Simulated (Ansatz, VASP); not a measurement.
One calculation of MgIn2N2, two programs

The input POSCAR:

```
MgIn2N2
1.0
    1.6526086365      0.9541340411      7.6934971901
   -1.6526086365      0.9541340411      7.6934971901
    0.0000000000     -1.9082680822      7.6934971901
Mg In N
1 2 2
Direct
    0.0000000000      0.0000000000      0.0000000000
    0.4391451762      0.4391451762      0.4391451762
    0.5608548238      0.5608548238      0.5608548238
    0.2768625335      0.2768625335      0.2768625335
    0.7231374665      0.7231374665      0.7231374665
```

Contents of INCAR.step1:

```
SYSTEM = MgIn2N2
ALGO     = Normal         ! electronic algorithm
EDIFF    = 1E-4           ! SCF threshold, eV
ENCUT    = 520            ! plane-wave cutoff, eV
GGA      = PE             ! functional
ISMEAR   = 0              ! smearing method
LASPH    = .True.         ! aspherical terms in the spheres
LCHARG   = .False.        ! write CHGCAR
LREAL    = .False.        ! projectors in reciprocal space
LWAVE    = .True.         ! write WAVECAR
NBANDS   = 27             ! bands
NELM     = 60             ! most SCF steps
PREC     = Accurate       ! precision mode
SIGMA    = 0.01           ! smearing width, eV
```

INCAR.step2

```
SYSTEM = MgIn2N2
ALGO     = Normal         ! electronic algorithm
EDIFF    = 1E-6           ! SCF threshold, eV
ENCUT    = 520            ! plane-wave cutoff, eV
ISIF     = 2              ! what is computed and relaxed
ISMEAR   = 0              ! smearing method
ISTART   = 1            
LASPH    = .True.         ! aspherical terms in the spheres
LCHARG   = .True.         ! write CHGCAR
LELF     = .True.         ! ELF
LMIXTAU  = .True.       
LREAL    = .False.        ! projectors in reciprocal space
LVHAR    = .True.       
LWAVE    = .False.        ! write WAVECAR
METAGGA  = R2SCAN         ! meta-GGA
NBANDS   = 27             ! bands
NELM     = 60             ! most SCF steps
PREC     = Accurate       ! precision mode
SIGMA    = 0.01           ! smearing width, eV
```

Contents of KPOINTS:

```
k-points
0
Gamma
  10 10 10
  0 0 0
```

Input for Ansatz:

```yaml
crystal:
  lattice:
    - [1.6526086365, 0.9541340411, 7.6934971901]
    - [-1.6526086365, 0.9541340411, 7.6934971901]
    - [0.0, -1.9082680822, 7.6934971901]
  atoms:
    - { symbol: Mg, position: [0.0, 0.0, 0.0] }
    - { symbol: In, position: [0.4391451762, 0.4391451762, 0.4391451762] }
    - { symbol: In, position: [0.5608548238, 0.5608548238, 0.5608548238] }
    - { symbol: "N", position: [0.2768625335, 0.2768625335, 0.2768625335] }
    - { symbol: "N", position: [0.7231374665, 0.7231374665, 0.7231374665] }
kpoints:
  mp_grid: { grid: [10, 10, 10] }
  band_path:
    path:
      - [0.0, 0.0, 0.0]
      - [0.5, 0.5, 0.5]
      - [0.8230796495, 0.1769203505, 0.5]
      - [0.5, -0.1769203505, 0.1769203505]
      - [0.5, 0.0, 0.0]
      - [0.3384601753, -0.3384601753, 0.0]
      - [0.6615398247, 0.0, 0.3384601753]
      - [0.5, 0.0, 0.5]
      - [0.427083, -0.5, -0.427083]
    npoints: 1
hamiltonian:
  xc: r2scan
scf:
  occupations: { method: fixed }
  n_extra_bands: 5
output:
  forces: true
  stress: true
  eigenvalues: true
```

Alike in both runs: task single point; functional r2SCAN; k mesh 10 × 10 × 10; no spin polarisation.

|  | VASP | Ansatz |
| --- | --- | --- |
| version | VASP 6.6.1 | Ansatz 0.2.0 |
| potentials or method | VASP PAW PBE potentials, release 64 (Mg, In_d, N) | plane waves, PAW |
| plane-wave cutoff (eV) | 520 | 500 |
| occupations | gaussian, width 0.01 eV | fixed |
| valence electrons in the cell | 38 | 46 |

|  | VASP | Ansatz | Ansatz less VASP |
| --- | --- | --- | --- |
| gap on the k mesh at the Fermi level (eV) | 0.62 | 0.60 | -0.016 |
| pressure (GPa) | 0.1 | 0.0 | -0.09 |
| traceless stress, the component that is largest in VASP (GPa) | -0.15 | 0.01 | +0.155 |
| rms of the force components (eV/Å) | 0.026 | 0.000 | -0.0255 |

VASP's potentials were made for PBE, not for r2SCAN. Atom by atom the forces differ by 0.026 eV/Å (rms over components). VASP's potentials hold 38 valence electrons a cell and Ansatz's 46, so a difference there can come from the potentials and not from the codes.
